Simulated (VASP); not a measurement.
# Pb: single point with r2SCAN

Pb:

```xyz
1
Lattice="2.2892 1.3217 1.8260 -2.2892 1.3217 1.8260 0.0000 -2.6434 1.8260" Properties=species:S:1:pos:R:3 pbc="T T T"
Pb    0.0000    0.0000    2.7390
```

| Property | Result |
| --- | --- |
| Program | VASP 6.6.1 |
| Task | single point |
| Functional | r2SCAN |
| Potentials or basis | VASP PAW PBE potentials, release 64 (Pb_d) |
| Cutoff | 520 eV |
| k mesh | 18 × 18 × 18 |
| Occupations | gaussian, width 0.1 eV |
| Spin | no spin polarisation |
| Dipole correction | no |
| Further INCAR settings | ALGO = Normal; EDIFF = 1e-07; NBANDS = 13 |

The pressure is 0.0 GPa and the band gap on the k mesh is zero (bands 7 and 8 overlap by 7.05 eV).

Levels at points of the mesh, in eV from the Fermi level:
```
           k point  band 3  band 4  band 5  band 6  band 7  band 8  band 9  band 10  band 11  band 12
(0.00, 0.00, 0.00)  -17.23  -17.22  -17.22  -11.83    5.18    5.27    5.27     8.69     9.87     9.87
(0.50, 0.00, 0.00)  -17.40  -17.39  -17.21   -9.23   -4.18    7.65    7.71    11.42    11.78    12.73
(0.50, 0.50, 0.00)  -17.38  -17.38  -17.02   -6.68   -2.07   -1.87    3.90    10.40    13.69    13.86
(0.50, 0.50, 0.50)  -17.61  -17.01  -17.01   -4.02    0.08    0.08    0.37     6.79     6.79     7.12
```

Run time: 7.5 min on 1 thread of Intel(R) Xeon(R) Platinum 8259CL CPU @ 2.50GHz (Skylake/Cascade Lake), with other jobs on the host, peak memory 0.33 GiB.

Caveat: the PAW data sets were made with another functional, which shifts forces and pressure a little; spin-orbit coupling is left out, which moves the levels of the heavy elements.
